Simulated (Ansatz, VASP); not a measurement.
SnO2: VASP beside Ansatz

```
CELL_PARAMETERS angstrom
4.75917 0.00000 0.00000
0.00000 4.75917 0.00000
0.00000 0.00000 3.20131
ATOMIC_POSITIONS crystal
Sn 0.50000 0.50000 0.50000
Sn 0.00000 0.00000 0.00000
O 0.19406 0.80594 0.50000
O 0.80594 0.19406 0.50000
O 0.30594 0.30594 0.00000
O 0.69406 0.69406 0.00000
```

Alike in both runs: functional r2SCAN; k mesh 6 × 6 × 8; occupations gaussian, width 0.02 eV; no spin polarisation.

Ansatz relaxed the structure, and its values are those at the end. VASP's run is a single point on that final structure, the one shown.

```csv
,VASP,Ansatz
version,VASP 6.6.1,Ansatz 0.2.0
potentials or method,"VASP PAW PBE potentials, release 64 (Sn_d, O), cutoff 520 eV","scalar-relativistic, plane waves, PAW"
valence electrons in the cell,52,52
```

|  | VASP | Ansatz | Ansatz less VASP |
| --- | --- | --- | --- |
| gap on the k mesh at the Fermi level (eV) | 1.80 | 1.77 | -0.026 |
| least direct gap on the mesh (eV) | 1.80 | 1.77 | -0.026 |
| pressure (GPa) | 1.1 | 0.0 | -1.09 |
| rms of the force components (eV/Å) | 0.015 | 0.002 | -0.0131 |

VASP's potentials were made for PBE, not for r2SCAN. The functional is the same, so the differences come from potentials, cutoffs and numerics.
